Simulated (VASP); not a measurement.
A run of VASP 6.6.1:

The input INCAR:

```
SYSTEM = WC
PREC = Accurate ; ENCUT = 600
EDIFF = 1E-6 ; ISMEAR = -1
SIGMA = 0.1 ; LREAL = .False.
LASPH = .True. ; NELM = 120
ALGO = Normal ; ISIF = 2
LWAVE = .False. ; LCHARG = .False.
NBANDS = 16 ; GGA_COMPAT = .False.
```

KPOINTS

```
Automatic mesh
0
Gamma
  4 4 4
  0 0 0
```

Contents of POSCAR:

```
WC
1.0
    0.0000000000      2.1926840000      2.1926840000
    2.1926840000      0.0000000000      2.1926840000
    2.1926840000      2.1926840000      0.0000000000
W C
1 1
Direct
    0.0000000000      0.0000000000      0.0000000000
    0.5000000000      0.5000000000      0.5000000000
```

Potentials or basis: VASP PAW LDA potentials, release 64 (W_sv, C).

Command:

```sh
$ cat potpaw_LDA.64/W_sv/POTCAR potpaw_LDA.64/C/POTCAR > POTCAR
$ mpirun -np 1 vasp_std > vasp.out
```

Hardware: 1 thread of Intel(R) Xeon(R) Platinum 8259CL CPU @ 2.50GHz (Skylake/Cascade Lake) (shared host).

Question: How long does it take, and how much memory?

Answer: Wall time 5 s on 1 thread of Intel(R) Xeon(R) Platinum 8259CL CPU @ 2.50GHz (Skylake/Cascade Lake) (shared host), peak memory 0.14 GiB. Counts: scf iterations 13, k points 8.
